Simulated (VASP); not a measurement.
BaTiO3:

```
CELL_PARAMETERS angstrom
3.99980 0.00000 0.00000
0.00000 3.99980 0.00000
0.00000 0.00000 4.01800
ATOMIC_POSITIONS crystal
Ba 0.00000 0.00000 0.00000
Ti 0.50000 0.50000 0.50000
O 0.50000 0.50000 0.00000
O 0.50000 0.00000 0.50000
O 0.00000 0.50000 0.50000
```

```yaml
Program: VASP 6.6.1
Task: relaxation of cell and atoms
Functional: PBE
Potentials_or_basis: VASP PAW PBE potentials, release 64 (Ba_sv, Ti_sv, O)
Cutoff: 600 eV
k_mesh: 8 × 8 × 8
Occupations: gaussian, width 0.02 eV
Spin: no spin polarisation
```

At the start: pressure 3.3 GPa; volume 12.86 Å³/atom.

Q: How do energy, volume and symmetry change on relaxing?

A: Over 5 steps the energy falls by 2.6 meV/atom and the volume is 13.10 Å³/atom (+1.9 %); space group Pm-3m (No. 221, to 0.1 Å) before and after.

Step by step:
```tsv
step	energy change (eV)	largest force (eV/Å)	pressure (GPa)	volume (Å³)
1	0.0000	0.0000	3.28	64.28
2	-0.0022	0.0000	-2.83	66.76
3	-0.0130	0.0000	-0.03	65.56
4	-0.0130	0.0000	0.02	65.53
5	-0.0132	0.0000	0.05	65.52
```

Final structure:
```
Ba Ti O
1.0
     4.03002    0.00000    0.00000
     0.00000    4.03002    0.00000
     0.00000    0.00000    4.03445
Ba Ti O
1 1 3
Direct
  0.00000 0.00000 0.00000
  0.50000 0.50000 0.50000
  0.50000 0.50000 0.00000
  0.50000 0.00000 0.50000
  0.00000 0.50000 0.50000
```
